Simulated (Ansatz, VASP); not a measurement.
# Al in VASP and in Ansatz

The input POSCAR:

```
Al
1.0
   -1.6101554298      1.6101554298      1.6101554298
    1.6101554298     -1.6101554298      1.6101554298
    1.6101554298      1.6101554298     -1.6101554298
Al
1
Direct
    0.0000000000      0.0000000000      0.0000000000
```

INCAR.step1

```
SYSTEM = Al
PREC = Accurate
ENCUT = 520
ISMEAR = 0
SIGMA = 0.1
LREAL = .FALSE.
LASPH = .TRUE.
NELM = 100
NBANDS = 8
GGA = PE
ALGO = Normal
EDIFF = 1E-4
LWAVE = .TRUE.
LCHARG = .FALSE.
```

File INCAR.step2:

```
SYSTEM = Al
PREC = Accurate
ENCUT = 520
EDIFF = 1E-6
ISMEAR = 0
SIGMA = 0.1
LREAL = .FALSE.
LASPH = .TRUE.
NELM = 100
ALGO = Normal
ISIF = 2
LWAVE = .FALSE.
LCHARG = .FALSE.
METAGGA = R2SCAN
LMIXTAU = .TRUE.
NBANDS = 8
ISTART = 1
```

The input KPOINTS:

```
Automatic mesh
0
G
  18 18 18
  0 0 0
```

Input for Ansatz:

```yaml
crystal:
  lattice:
    - [-1.6101554298, 1.6101554298, 1.6101554298]
    - [1.6101554298, -1.6101554298, 1.6101554298]
    - [1.6101554298, 1.6101554298, -1.6101554298]
  atoms:
    - { symbol: Al, position: [0.0, 0.0, 0.0] }
basis:
  ecutwfc: 500
kpoints:
  mp_grid: { grid: [18, 18, 18] }
hamiltonian:
  xc: r2scan
scf:
  occupations: { method: gaussian, width: 0.1 }
output:
  forces: true
  stress: true
  eigenvalues: true
```

Alike in both runs: task single point; functional r2SCAN; k mesh 18 × 18 × 18; occupations gaussian, width 0.1 eV; no spin polarisation.

```csv
,VASP,Ansatz
version,VASP 6.6.1,Ansatz 0.2.0
potentials or method,"VASP PAW PBE potentials, release 64 (Al), cutoff 520 eV","scalar-relativistic, plane waves, PAW"
valence electrons in the cell,3,3
```

|  | VASP | Ansatz | Ansatz less VASP |
| --- | --- | --- | --- |
| gap on the k mesh at the Fermi level (eV) | none | none | - |
| pressure (GPa) | -2.6 | -2.3 | +0.30 |

VASP's potentials were made for PBE, not for r2SCAN. A gap of «none» marks a metal or a gap that the smearing closes. The functional is the same, so the differences come from potentials, cutoffs and numerics.
